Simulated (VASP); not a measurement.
# GaP in VASP: notebook

The runs below take GaP through electric field gradients, with PBEsol.

Everything below comes from runs of VASP 6.6.1. Logs are shortened: lines on timing, memory, paths and dates and some standing lists are left out, and cuts for length are marked.

### 1 The cell of the first run

Symmetry: F-43m, No. 216, cubic system. Conventional cell: a = 5.522 Å, b = 5.522 Å, c = 5.522 Å, α = 90.00°, β = 90.00°, γ = 90.00°. Within 3.2 Å of Ga (site symmetry -43m) lie 4 P at 2.39 Å. Within 3.2 Å of P (site symmetry -43m) lie 4 Ga at 2.39 Å.

### 2 Electric field gradients, PBEsol (volume scaled by 1.04)

Contents of INCAR:

```
  PREC = Accurate
  ENCUT = 520
  EDIFF = 1E-8
  ISMEAR = -1
  SIGMA = 0.08
  LREAL = F
  LASPH = T
  NELM = 100
  ALGO = Normal
  ISIF = 2
  LWAVE = F
  LCHARG = F
  GGA = PS
  LEFG = T
  NBANDS = 16
```

Contents of KPOINTS:

```
regular mesh
0
Gamma
  12 12 12
```

Contents of POSCAR:

```
GaP
1.0
    0.0000000000      2.7611126653      2.7611126653
    2.7611126653      0.0000000000      2.7611126653
    2.7611126653      2.7611126653      0.0000000000
Ga P
1 1
Direct
    0.0000000000      0.0000000000      0.0000000000
    0.7500000000      0.7500000000      0.7500000000
```

Potentials or basis: VASP PAW PBE potentials, release 64 (Ga_d, P).

The run is started by

```bash
$ cat potpaw_PBE.64/Ga_d/POTCAR potpaw_PBE.64/P/POTCAR > POTCAR
$ mpirun -np 1 vasp_std > vasp.out
```

OUTCAR:

```text
PREC = Accurate
   ENCUT = 520
   EDIFF = 1E-8
   ISMEAR = -1
   LREAL = F
   LASPH = T
   NELM = 100
   ISIF = 2
   GGA = PS

 ion  position               nearest neighbor table
   1  0.000  0.000  0.000-   2 2.39   2 2.39   2 2.39   2 2.39
   2  0.750  0.750  0.750-   1 2.39   1 2.39   1 2.39   1 2.39

  LATTYP: Found a face centered cubic cell.
 ALAT       =     5.5222253306

  Lattice vectors:

 A1 = (   0.0000000000,   2.7611126653,   2.7611126653)
 A2 = (   2.7611126653,   0.0000000000,   2.7611126653)
 A3 = (   2.7611126653,   2.7611126653,   0.0000000000)

Analysis of symmetry for initial positions (statically):
[... 5 lines left out ...]
 face centered cubic supercell.

 Subroutine GETGRP returns: Found 24 space group operations
 (whereof 24 operations were pure point group operations)
 out of a pool of 48 trial point group operations.

The static configuration has the point symmetry T_d .

Analysis of symmetry for dynamics (positions and initial velocities):
[... 5 lines left out ...]
 face centered cubic supercell.

 Subroutine GETGRP returns: Found 24 space group operations
 (whereof 24 operations were pure point group operations)
 out of a pool of 48 trial point group operations.

The dynamic configuration has the point symmetry T_d .

 Subroutine INISYM returns: Found 24 space group operations
 (whereof 24 operations are pure point group operations),
 and found     1 'primitive' translations

----------------------------------------------------------------------------------------

                                     Primitive cell

  volume of cell :      42.1000

  direct lattice vectors                    reciprocal lattice vectors
     0.000000000  2.761112665  2.761112665    -0.181086417  0.181086417  0.181086417
     2.761112665  0.000000000  2.761112665     0.181086417 -0.181086417  0.181086417
     2.761112665  2.761112665  0.000000000     0.181086417  0.181086417 -0.181086417

  length of vectors
     3.904802979  3.904802979  3.904802979     0.313650875  0.313650875  0.313650875

  position of ions in fractional coordinates (direct lattice)
     0.000000000  0.000000000  0.000000000
     0.750000000  0.750000000  0.750000000

  ion indices of the primitive-cell ions
   primitive index   ion index
                 1           1
                 2           2

----------------------------------------------------------------------------------------

 KPOINTS: regular mesh

Automatic generation of k-mesh.
 Grid dimensions read from file:
 generate k-points for:   12   12   12

 Generating k-lattice:

  Cartesian coordinates                     Fractional coordinates (reciprocal lattice)
    -0.015090535  0.015090535  0.015090535     0.083333333  0.000000000  0.000000000
     0.015090535 -0.015090535  0.015090535     0.000000000  0.083333333  0.000000000
     0.015090535  0.015090535 -0.015090535     0.000000000  0.000000000  0.083333333

  Length of vectors
     0.026137573  0.026137573  0.026137573

  Shift w.r.t. Gamma in fractional coordinates (k-lattice)
     0.000000000  0.000000000  0.000000000

 Subroutine IBZKPT returns following result:
 ===========================================

 Found     72 irreducible k-points:

 Following reciprocal coordinates:
            Coordinates               Weight
  0.000000  0.000000  0.000000      1.000000
  0.083333  0.000000  0.000000      8.000000
  0.166667  0.000000  0.000000      8.000000
  0.250000  0.000000  0.000000      8.000000
  0.333333  0.000000  0.000000      8.000000
  0.416667  0.000000  0.000000      8.000000
[... 16 lines left out ...]
  0.500000  0.166667  0.000000     24.000000
 -0.416667  0.166667  0.000000     24.000000
 [... further k-points ...]
   k-points           NKPTS =     72   k-points in BZ     NKDIM =     72   number of bands    NBANDS=     16
   number of dos      NEDOS =    301   number of ions     NIONS =      2
   total plane-waves  NPLWV =  27000
   dimension x,y,z NGX =    30 NGY =   30 NGZ =   30
   dimension x,y,z NGXF=    60 NGYF=   60 NGZF=   60
   ions per type =               1   1
   NGX,Y,Z   is equivalent  to a cutoff of  12.77, 12.77, 12.77 a.u.
   NGXF,Y,Z  is equivalent  to a cutoff of  25.54, 25.54, 25.54 a.u.
 SYSTEM =  unknown system
   PREC   = accura    normal or accurate (medium, high low for compatibility)
   ISTART =      0    job   : 0-new  1-cont  2-samecut
   ICHARG =      2    charge: 1-file 2-atom 10-const
   ISPIN  =      1    spin polarized calculation?
   LNONCOLLINEAR =      F non collinear calculations
   LSORBIT =      F    spin-orbit coupling
   LASPH  =      T    aspherical Exc in radial PAW
   ENCUT  =  520.0 eV  38.22 Ry    6.18 a.u.   7.26  7.26  7.26*2*pi/ulx,y,z
   NELM   =    100;   NELMIN=  2; NELMDL= -5     # of ELM steps
   EDIFF  = 0.1E-07   stopping-criterion for ELM
   LREAL  =      F    real-space projection
   EDIFFG = 0.1E-06   stopping-criterion for IOM
   NSW    =      0    number of steps for IOM
   IBRION =     -1    ionic relax: 0-MD 1-quasi-New 2-CG
   NFREE  =      0    steps in history (QN), initial steepest desc. (CG)
   ISIF   =      2    stress and relaxation
   ISYM   =      2    0-nonsym 1-usesym 2-fastsym
   POTIM  = 0.5000    time-step for ionic-motion
   TEBEG  =    0.0;   TEEND  =   0.0 temperature during run
   PSTRESS=    0.0 pullay stress
   NELECT =      18.0000    total number of electrons
   NUPDOWN=      -1.0000    fix difference up-down
   EMIN   =  10.00;   EMAX   =-10.00  energy-range for DOS
   EFERMI =   0.00;   METHOD = LEGACY
   ISMEAR =    -1;   SIGMA  =   0.08  broadening in eV -4-tet -1-fermi 0-gaus
   EFERMI_NEDOS =   21; number of points for ismear=-14 and -15
   IALGO  =     38    algorithm
   IMIX   =      4    mixing-type and parameters
     AMIX     =   0.40;   BMIX     =  1.00
     AMIX_MAG =   1.60;   BMIX_MAG =  1.00
  volume/ion in A,a.u.               =      21.05       142.05
  Fermi-wavevector in a.u.,A,eV,Ry     =   1.233308  2.330614 20.695122  1.521049
  Thomas-Fermi vector in A             =   2.368043
   LORBIT       =      0    0 simple, 1 ext, 2 COOP (PROOUT), +10 PAW based schemes
   GGA     = PS    functional components
   LHFCALC =     F    Hartree Fock is set to
   AEXX    =    0.0000 exact exchange contribution
   IVDW    =     0    specifies the selected vdW correction
   LEPSILON=     F    determine dielectric tensor
   LRPA    =     F    only Hartree local field effects (RPA)
 non-spin polarized calculation
  energy-cutoff  :      520.00
  volume of cell :       42.10
 maximum number of plane-waves:      1158
 NGX is ok and might be reduce to    30
   NGX = 15   NGY = 15   NGZ = 15

 number of electron      18.0000007 magnetization

 Free energy of the ion-electron system (eV)
  ---------------------------------------------------
  ext. energy  EPLUGINS =         0.00000000
  ---------------------------------------------------
  free energy    TOTEN  =        -9.90181316 eV

  energy without entropy =       -9.90181028  energy(sigma->0) =       -9.90181172

 E-fermi :   4.8974     XC(G=0):  -9.8453

 val. band max:        4.1747625162   @ k =   0.0000   0.0000   0.0000
 cond. band min:       5.6069016552   @ k =   0.0000   0.0000   0.0000
 fundamental gap:      1.4321391390
 Fermi energy:         4.8974267491

 k-point     1 :       0.0000    0.0000    0.0000
  band No.  band energies     occupation
      1     -10.3012      2.00000
      2     -10.3012      2.00000
      3     -10.3012      2.00000
      4     -10.2119      2.00000
      5     -10.2119      2.00000
      6      -8.0591      2.00000
[... 8 lines left out ...]
     15      13.8894      0.00000
     16      13.8894      0.00000

 k-point     2 :       0.0833    0.0000    0.0000
  band No.  band energies     occupation
      1     -10.3065      2.00000
      2     -10.2992      2.00000
      3     -10.2992      2.00000
      4     -10.2119      2.00000
      5     -10.2119      2.00000
      6      -7.9726      2.00000
[... 8 lines left out ...]
     15      13.5216      0.00000
     16      13.5216      0.00000

 k-point     3 :       0.1667    0.0000    0.0000
  band No.  band energies     occupation
      1     -10.3204      2.00000
      2     -10.2942      2.00000
      3     -10.2942      2.00000
      4     -10.2118      2.00000
      5     -10.2118      2.00000
      6      -7.7189      2.00000
[... 8 lines left out ...]
     15      13.0562      0.00000
     16      13.8510      0.00000

 k-point     4 :       0.2500    0.0000    0.0000
  band No.  band energies     occupation
      1     -10.3383      2.00000
      2     -10.2881      2.00000
      3     -10.2881      2.00000
      4     -10.2108      2.00000
      5     -10.2108      2.00000
      6      -7.3177      2.00000
[... 8 lines left out ...]
     15      13.0581      0.00000
     16      13.7797      0.00000

 k-point     5 :       0.3333    0.0000    0.0000
  band No.  band energies     occupation
      1     -10.3552      2.00000
      2     -10.2830      2.00000
      3     -10.2830      2.00000
      4     -10.2087      2.00000
      5     -10.2087      2.00000
      6      -6.8152      2.00000
[... 8 lines left out ...]
     15      13.6963      0.00000
     16      13.6963      0.00000

 k-point     6 :       0.4167    0.0000    0.0000
  band No.  band energies     occupation
      1     -10.3670      2.00000
      2     -10.2800      2.00000
      3     -10.2800      2.00000
      4     -10.2064      2.00000
      5     -10.2064      2.00000
      6      -6.3248      2.00000
[... 8 lines left out ...]
     15      14.8071      0.00000
     16      14.8071      0.00000
[... 267 lines left out ...]
 k-point    21 :       0.3333    0.1667    0.0000
  band No.  band energies     occupation
      1     -10.3592      2.00000
      2     -10.2774      2.00000
      3     -10.2744      2.00000
      4     -10.2215      2.00000
      5     -10.2032      2.00000
      6      -6.8770      2.00000
[... 8 lines left out ...]
     15      14.7927      0.00000
     16      15.4923      0.00000

 k-point    22 :       0.4167    0.1667    0.0000
  band No.  band energies     occupation
      1     -10.3693      2.00000
      2     -10.2752      2.00000
      3     -10.2706      2.00000
      4     -10.2193      2.00000
      5     -10.2023      2.00000
      6      -6.3765      2.00000
[... 8 lines left out ...]
     15      15.4207      0.00000
     16      15.6003      0.00000

 k-point    23 :       0.5000    0.1667    0.0000
  band No.  band energies     occupation
      1     -10.3746      2.00000
      2     -10.2747      2.00000
      3     -10.2692      2.00000
      4     -10.2155      2.00000
      5     -10.2034      2.00000
      6      -5.9573      2.00000
[... 8 lines left out ...]
     15      15.7245      0.00000
     16      16.0935      0.00000

 k-point    24 :      -0.4167    0.1667    0.0000
  band No.  band energies     occupation
      1     -10.3742      2.00000
      2     -10.2752      2.00000
      3     -10.2702      2.00000
      4     -10.2116      2.00000
      5     -10.2067      2.00000
      6      -5.8860      2.00000
[... 8 lines left out ...]
     15      14.3821      0.00000
     16      15.8522      0.00000

 [... further k-points ...]
[... 5 lines left out ...]
  --------------------------------------------------------------------------------------
  -------------------------------------------------------------------------------------
  Total       -0.9315974     -0.9315974     -0.9315974     -0.0000000     -0.0000000     -0.0000000
  in kB      -35.4532826    -35.4532826    -35.4532826     -0.0000000     -0.0000000     -0.0000000
  external PRESSURE =     -35.4532826 kB  Pullay stress =       0.0000000 kB

 VOLUME and BASIS-vectors are now :
 -----------------------------------------------------------------------------
  energy-cutoff  :      520.00
  volume of cell :       42.10
      direct lattice vectors                 reciprocal lattice vectors
     0.000000000  2.761112665  2.761112665    -0.181086417  0.181086417  0.181086417
     2.761112665  0.000000000  2.761112665     0.181086417 -0.181086417  0.181086417
     2.761112665  2.761112665  0.000000000     0.181086417  0.181086417 -0.181086417

 POSITION                                       TOTAL-FORCE (eV/Angst)
 -----------------------------------------------------------------------------------
      0.00000      0.00000      0.00000         0.000000      0.000000      0.000000
      4.14167      4.14167      4.14167        -0.000000     -0.000000     -0.000000
 -----------------------------------------------------------------------------------
    total drift:                               -0.000000     -0.000000     -0.000000

  FREE ENERGIE OF THE ION-ELECTRON SYSTEM (eV)
  ---------------------------------------------------
  free  energy   TOTEN  =        -9.9018131575 eV

  energy  without entropy=       -9.9018102824  energy(sigma->0) =       -9.90181172

 Electric field gradients (V/A^2)
---------------------------------------------------------------------
 ion       V_xx      V_yy      V_zz      V_xy      V_xz      V_yz
---------------------------------------------------------------------
   1      -0.000    -0.000    -0.000    -0.003    -0.003    -0.003
   2      -0.000     0.000     0.000    -0.000    -0.000    -0.000
---------------------------------------------------------------------

 Electric field gradients after diagonalization (V/A^2)
 (convention: |V_zz| > |V_xx| > |V_yy|)
----------------------------------------------------------------------
 ion       V_xx      V_yy      V_zz     asymmetry (V_yy - V_xx)/ V_zz
----------------------------------------------------------------------
   1       0.003     0.003    -0.006       0.000
   2       0.000     0.000    -0.001       0.000
----------------------------------------------------------------------

           NMR quadrupolar parameters

 Cq : quadrupolar parameter    Cq=e*Q*V_zz/h
 eta: asymmetry parameters     (V_yy - V_xx)/ V_zz
 Q  : nuclear electric quadrupole moment in mb (millibarn)
----------------------------------------------------------------------
 ion       Cq(MHz)       eta       Q (mb)
----------------------------------------------------------------------
   1      -0.000       0.000       1.000
   2      -0.000       0.000       1.000
----------------------------------------------------------------------
```

It took 23 s on 1 thread of Intel Xeon 6975P-C (Granite Rapids), shared host; peak memory 0.19 GiB.

Results:

- Free energy: -9.9018 eV
- Pressure: -3.5 GPa
- Band gap on the k mesh: 1.43 eV, direct

Levels at points of the mesh, in eV from the valence-band top:
```
           k point  band 5  band 6  band 7  band 8  band 9  band 10  band 11  band 12  band 13  band 14
(0.00, 0.00, 0.00)  -14.39  -12.23    0.00    0.00    0.00     1.43     3.84     3.84     3.84     8.40
(0.50, 0.00, 0.00)  -14.38  -10.27   -6.48   -1.07   -1.07     1.47     4.66     4.66     8.01    10.46
(0.50, 0.50, 0.00)  -14.37   -9.41   -6.63   -2.58   -2.58     1.60     1.75    10.25    10.25    10.73
```

Caveat: without QUAD_EFG the Cq values of the log hold for a quadrupole moment of 1 mb, not for the nuclei; the PAW data sets were made with another functional, which shifts forces and pressure a little. A k mesh can miss the band edges.

(Part 1 of 2 ends here.)
